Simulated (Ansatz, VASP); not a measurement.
This is a calculation of BiPt3 for Ansatz 0.2.0.

File input.yaml:

```yaml
crystal:
  lattice:
    - [4.186495, 0.0, 0.0]
    - [0.0, 4.186495, 0.0]
    - [0.0, 0.0, 4.186495]
  atoms:
    - { symbol: Bi, position: [0.0, 0.0, 0.0] }
    - { symbol: Pt, position: [0.5, 0.5, 0.0] }
    - { symbol: Pt, position: [0.5, 0.0, 0.5] }
    - { symbol: Pt, position: [0.0, 0.5, 0.5] }
hamiltonian:
  xc: pbe
  pseudopotentials: { kind: paw }
kpoints:
  mp_grid: { grid: [7, 7, 7] }
scf:
  occupations: { method: fermi_dirac, width: 0.05 }
output:
  forces: true
  stress: true
  eigenvalues: true
```

Potentials or basis: Ansatz PAW.

Launch:

```sh
$ ansatz run input.yaml --threads 2 --pin off --max-ram 5120MiB --backend cpu --events-out ev --progress --plain --runs-dir out
```

**Question.** Set up the same calculation for VASP 6.6.1. Potentials there: VASP PAW PBE potentials, release 64 (Bi_d, Pt).

**Answer.** As run (the cutoff follows the program's own potentials):

File INCAR:

```
SYSTEM = BiPt3
  PREC = Accurate
  ENCUT = 520
  EDIFF = 1E-7
  ISMEAR = -1
  SIGMA = 0.05
  LREAL = .False.
  LASPH = .True.
  NELM = 60
  ALGO = Fast
  ISIF = 2
  LWAVE = .False.
  LCHARG = .False.
  GGA = PE
  NBANDS = 30
```

Contents of KPOINTS:

```
regular mesh
0
Gamma
  7 7 7
  0 0 0
```

The input POSCAR:

```
BiPt3
1.0
    4.1864950000      0.0000000000      0.0000000000
    0.0000000000      4.1864950000      0.0000000000
    0.0000000000      0.0000000000      4.1864950000
Bi Pt
1 3
Direct
    0.0000000000      0.0000000000      0.0000000000
    0.5000000000      0.5000000000      0.0000000000
    0.5000000000      0.0000000000      0.5000000000
    0.0000000000      0.5000000000      0.5000000000
```

Potentials or basis: VASP PAW PBE potentials, release 64 (Bi_d, Pt).

Launch:

```console
$ cat potpaw_PBE.64/Bi_d/POTCAR potpaw_PBE.64/Pt/POTCAR > POTCAR
$ mpirun -np 1 vasp_std > vasp.out
```

Both were run:

|  | VASP | Ansatz | Ansatz less VASP |
| --- | --- | --- | --- |
| gap on the k mesh at the Fermi level (eV) | none | none | - |
| pressure (GPa) | -1.3 | -1.2 | +0.14 |

A gap of «none» marks a metal or a gap that the smearing closes. The functional is the same, so the differences come from potentials, cutoffs and numerics. VASP's potentials hold 45 valence electrons a cell and Ansatz's 69, so a difference there can come from the potentials and not from the codes.

Spin-orbit coupling is off throughout.
